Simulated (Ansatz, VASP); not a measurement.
**Two plane-wave programs on SiNi**

```
CELL_PARAMETERS angstrom
4.42637 0.00000 0.00000
0.00000 4.42637 0.00000
0.00000 0.00000 4.42637
ATOMIC_POSITIONS crystal
Si 0.84680 0.84680 0.84680
Si 0.65320 0.15320 0.34680
Si 0.34680 0.65320 0.15320
Si 0.15320 0.34680 0.65320
Ni 0.14980 0.14980 0.14980
Ni 0.35020 0.85020 0.64980
Ni 0.64980 0.35020 0.85020
Ni 0.85020 0.64980 0.35020
```

Alike in both runs: functional PBE; k mesh 8 × 8 × 8; occupations gaussian, width 0.1 eV; no spin polarisation.

Ansatz relaxed the structure, and its values are those at the end. VASP's run is a single point on that final structure, the one shown.

|  | VASP | Ansatz |
| --- | --- | --- |
| version | VASP 6.6.1 | Ansatz 0.2.0 |
| potentials or method | VASP PAW PBE potentials, release 64 (Si, Ni), cutoff 520 eV | scalar-relativistic, plane waves, PAW |
| valence electrons in the cell | 56 | 88 |

|  | VASP | Ansatz | Ansatz less VASP |
| --- | --- | --- | --- |
| gap on the k mesh at the Fermi level (eV) | none | none | - |
| pressure (GPa) | 12.9 | 12.9 | +0.01 |
| rms of the force components (eV/Å) | 0.003 | 0.002 | -0.0011 |

A gap of «none» marks a metal or a gap that the smearing closes. The functional is the same, so the differences come from potentials, cutoffs and numerics. VASP's potentials hold 56 valence electrons a cell and Ansatz's 88, so a difference there can come from the potentials and not from the codes. Ansatz's warnings: stress scf threshold loose.
